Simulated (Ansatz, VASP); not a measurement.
**One calculation of BaS, two programs**

```
Ba S
1.0
     0.00000    3.19375    3.19375
     3.19375    0.00000    3.19375
     3.19375    3.19375    0.00000
Ba S
1 1
Direct
  0.00000 0.00000 0.00000
  0.50000 0.50000 0.50000
```

Alike in both runs: task relaxation of cell and atoms; functional revPBE; dispersion D3(BJ); k mesh 7 × 7 × 7; occupations fermi-dirac, width 0.05 eV; no spin polarisation.

|  | VASP | Ansatz |
| --- | --- | --- |
| version | VASP 6.6.1 | Ansatz 0.2.0 |
| potentials or method | VASP PAW PBE potentials, release 64 (Ba_sv, S), cutoff 600 eV | all-electron LAPW, scalar-relativistic |

```csv
,VASP,Ansatz,Ansatz less VASP
relaxed volume (Å³/atom),32.58,32.14,-0.435
relaxed cell length with the largest relative difference (Å),4.517,4.496,-0.0202
```

VASP's potentials were made for PBE, not for revPBE. Ansatz ran all-electron here, and VASP with PAW potentials.

Neither program's run includes spin-orbit coupling. Noted on VASP's run: the relaxation stopped at its first step, so nothing moved.
